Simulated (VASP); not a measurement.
# Y2H2C (P-3m1) in VASP: single point with LDA

Aim: the single point of Y2H2C with LDA.

Everything below comes from runs of VASP 6.6.1. Logs are shortened: lines on timing, memory, paths and dates and some standing lists are left out, and cuts for length are marked.

## Step 1: The cell of the first run

The structure is trigonal, space group P-3m1 (No. 164). Conventional cell: a = 3.656 Å, b = 3.656 Å, c = 5.997 Å, α = 90.00°, β = 90.00°, γ = 120.00°. Y (site symmetry 3m) has 4 H at 2.28 to 2.33 Å and 3 C at 2.51 Å within 3.0 Å. Within 3.0 Å of H (site symmetry 3m) lie 4 Y at 2.28 to 2.33 Å and 3 H at 2.47 Å. Within 3.3 Å of C (site symmetry -3m) lie 6 Y at 2.51 Å and 6 H at 3.16 Å.

## Step 2: Single point, LDA

INCAR

```
PREC = Accurate ; ENCUT = 520
EDIFF = 1E-7 ; ISMEAR = -1
SIGMA = 0.05 ; LREAL = F
LASPH = T ; NELM = 80
ALGO = Normal ; ISIF = 2
LWAVE = F ; LCHARG = F
GGA = CA ; NBANDS = 22
```

KPOINTS

```
Automatic mesh
0
Gamma
  7 7 4
```

POSCAR

```
Y2H2C
1.0
    3.6556000000      0.0000000000      0.0000000000
   -1.8278000000      3.1658424700      0.0000000000
    0.0000000000      0.0000000000      5.9973000000
Y H C
2 2 1
Direct
    0.3333333300      0.6666666700      0.2265000000
    0.6666666700      0.3333333300      0.7735000000
    0.3333333300      0.6666666700      0.6070000000
    0.6666666700      0.3333333300      0.3930000000
    0.0000000000      0.0000000000      0.0000000000
```

Potentials or basis: VASP PAW LDA potentials, release 64 (Y_sv, H, C).

Launch:

```
cat potpaw_LDA.64/Y_sv/POTCAR potpaw_LDA.64/H/POTCAR potpaw_LDA.64/C/POTCAR > POTCAR
mpirun -np 1 vasp_std > vasp.out
```

OUTCAR:

```text
PREC = Accurate
   ENCUT = 520
   EDIFF = 1E-7
   ISMEAR = -1
   LREAL = F
   LASPH = T
   NELM = 80
   ISIF = 2
   GGA = CA

 ion  position               nearest neighbor table
   1  0.333  0.667  0.227-   3 2.28   4 2.33   4 2.33   4 2.33   5 2.51   5 2.51   5 2.51   2 3.44
                             2 3.44   2 3.44   2 3.90   2 3.90   2 3.90
   2  0.667  0.333  0.773-   4 2.28   3 2.33   3 2.33   3 2.33   5 2.51   5 2.51   5 2.51   1 3.44
                             1 3.44   1 3.44   1 3.90   1 3.90   1 3.90
   3  0.333  0.667  0.607-   1 2.28   2 2.33   2 2.33   2 2.33
   4  0.667  0.333  0.393-   2 2.28   1 2.33   1 2.33   1 2.33
   5  0.000  0.000  0.000-   1 2.51   2 2.51   2 2.51   1 2.51   2 2.51   1 2.51

  LATTYP: Found a hexagonal cell.
 ALAT       =     3.6556000000
 C/A-ratio  =     1.6405788379

  Lattice vectors:

 A1 = (   3.6556000000,   0.0000000000,   0.0000000000)
 A2 = (  -1.8278000000,   3.1658424700,   0.0000000000)
 A3 = (   0.0000000000,   0.0000000000,   5.9973000000)

Analysis of symmetry for initial positions (statically):
=====================================================================
 Subroutine PRICEL returns:
 Original cell was already a primitive cell.

 Routine SETGRP: Setting up the symmetry group for a
 hexagonal supercell.

 Subroutine GETGRP returns: Found 12 space group operations
 (whereof 12 operations were pure point group operations)
 out of a pool of 24 trial point group operations.

The static configuration has the point symmetry D_3d.

Analysis of symmetry for dynamics (positions and initial velocities):
=====================================================================
 Subroutine PRICEL returns:
 Original cell was already a primitive cell.

 Routine SETGRP: Setting up the symmetry group for a
 hexagonal supercell.

 Subroutine GETGRP returns: Found 12 space group operations
 (whereof 12 operations were pure point group operations)
 out of a pool of 24 trial point group operations.

The dynamic configuration has the point symmetry D_3d.

 Subroutine INISYM returns: Found 12 space group operations
 (whereof 12 operations are pure point group operations),
 and found     1 'primitive' translations

----------------------------------------------------------------------------------------

                                     Primitive cell
[... 96 lines left out ...]
   NELM   =     80;   NELMIN=  2; NELMDL= -5     # of ELM steps
   EDIFF  = 0.1E-06   stopping-criterion for ELM
   LREAL  =      F    real-space projection
   EDIFFG = 0.1E-05   stopping-criterion for IOM
   NSW    =      0    number of steps for IOM
   IBRION =     -1    ionic relax: 0-MD 1-quasi-New 2-CG
   NFREE  =      0    steps in history (QN), initial steepest desc. (CG)
   ISIF   =      2    stress and relaxation
   ISYM   =      2    0-nonsym 1-usesym 2-fastsym
   POTIM  = 0.5000    time-step for ionic-motion
   TEBEG  =    0.0;   TEEND  =   0.0 temperature during run
   PSTRESS=    0.0 pullay stress
   NELECT =      28.0000    total number of electrons
   NUPDOWN=      -1.0000    fix difference up-down
   EMIN   =  10.00;   EMAX   =-10.00  energy-range for DOS
   EFERMI =   0.00;   METHOD = LEGACY
   ISMEAR =    -1;   SIGMA  =   0.05  broadening in eV -4-tet -1-fermi 0-gaus
   EFERMI_NEDOS =   21; number of points for ismear=-14 and -15
   IALGO  =     38    algorithm
   IMIX   =      4    mixing-type and parameters
     AMIX     =   0.40;   BMIX     =  1.00
     AMIX_MAG =   1.60;   BMIX_MAG =  1.00
  volume/ion in A,a.u.               =      13.88        93.68
  Fermi-wavevector in a.u.,A,eV,Ry     =   1.209650  2.285906 19.908755  1.463252
  Thomas-Fermi vector in A             =   2.345221
   LORBIT       =      0    0 simple, 1 ext, 2 COOP (PROOUT), +10 PAW based schemes
   GGA     = CA    functional components
   LHFCALC =     F    Hartree Fock is set to
   AEXX    =    0.0000 exact exchange contribution
   IVDW    =     0    specifies the selected vdW correction
   LEPSILON=     F    determine dielectric tensor
   LRPA    =     F    only Hartree local field effects (RPA)
 non-spin polarized calculation
  energy-cutoff  :      520.00
  volume of cell :       69.41
 maximum number of plane-waves:      1882
 NGX is ok and might be reduce to    28
   NGX = 13   NGY = 13   NGZ = 23

 number of electron      28.0000001 magnetization

 Free energy of the ion-electron system (eV)
  ---------------------------------------------------
  ext. energy  EPLUGINS =         0.00000000
  ---------------------------------------------------
  free energy    TOTEN  =       -33.95261524 eV

  energy without entropy =      -33.94614686  energy(sigma->0) =      -33.94938105

 E-fermi :   2.7812     XC(G=0): -10.4525

 val. band max:        2.7712641201   @ k =   0.1429   0.0000   0.0000
 cond. band min:       2.7976933469   @ k =   0.4286   0.1429   0.0000
 fundamental gap:      0.0264292268
 Fermi energy:         2.7811734084

 k-point     1 :       0.0000    0.0000    0.0000
  band No.  band energies     occupation
      1     -38.2979      2.00000
      2     -38.2247      2.00000
      3     -18.8390      2.00000
      4     -18.2740      2.00000
      5     -18.2740      2.00000
      6     -18.1982      2.00000
[... 589 lines left out ...]
     21       8.7665      0.00000
     22       9.8997      0.00000

 [... further k-points ...]

------------------------ aborting loop because EDIFF is reached ----------------------------------------

  FORCE on cell =-STRESS in cart. coord.  units (eV):
  Direction    XX          YY          ZZ          XY          YZ          ZX
  --------------------------------------------------------------------------------------
  -------------------------------------------------------------------------------------
  Total       -2.1496021     -2.1496021     -2.2316239      0.0000000      0.0000000      0.0000000
  in kB      -49.6209316    -49.6209317    -51.5143057      0.0000000      0.0000000      0.0000000
  external PRESSURE =     -50.2520563 kB  Pullay stress =       0.0000000 kB

 VOLUME and BASIS-vectors are now :
 -----------------------------------------------------------------------------
  energy-cutoff  :      520.00
  volume of cell :       69.41
      direct lattice vectors                 reciprocal lattice vectors
     3.655600000  0.000000000  0.000000000     0.273552905  0.157935843  0.000000000
    -1.827800000  3.165842470  0.000000000     0.000000000  0.315871686  0.000000000
     0.000000000  0.000000000  5.997300000     0.000000000  0.000000000  0.166741700

 POSITION                                       TOTAL-FORCE (eV/Angst)
 -----------------------------------------------------------------------------------
     -0.00000      2.11056      1.35839        -0.000000     -0.000000     -0.304639
      1.82780      1.05528      4.63891         0.000000      0.000000      0.304639
     -0.00000      2.11056      3.64036        -0.000000      0.000000      0.101744
      1.82780      1.05528      2.35694         0.000000     -0.000000     -0.101744
      0.00000      0.00000      0.00000        -0.000000      0.000000      0.000000
 -----------------------------------------------------------------------------------
    total drift:                                0.000000      0.000000      0.000000

  FREE ENERGIE OF THE ION-ELECTRON SYSTEM (eV)
  ---------------------------------------------------
  free  energy   TOTEN  =       -33.9526152364 eV

  energy  without entropy=      -33.9461468556  energy(sigma->0) =      -33.94938105
```

stdout:

```text
POSCAR found type information on POSCAR Y H C
 POSCAR found :  3 types and       5 ions
 scaLAPACK will be used
 LDA part: xc-table for (Slater(with rela. corr.)+CA(PZ))
 , standard interpolation
 POSCAR, INCAR and KPOINTS ok, starting setup
 FFT: planning ... GRIDC
 FFT: planning ... GRID_SOFT
 FFT: planning ... GRID
 WAVECAR not read
 entering main loop
```

It took 33 s on 1 thread of Intel Xeon Platinum 8488C (Sapphire Rapids), shared host; peak memory 0.19 GiB.

Results:

```yaml
Free_energy: -33.9526 eV
Pressure: -5.0 GPa
Largest_force: 0.305 eV/Å
Band_gap_on_the_k_mesh: zero (band 14 reaches 3.73 eV, above the bottom of band 15 at 2.80 eV)
```

Forces on the atoms (eV/Å):
```
Y    0.000  0.000 -0.305
Y    0.000  0.000  0.305
H    0.000  0.000  0.102
H    0.000  0.000 -0.102
C    0.000  0.000  0.000
```
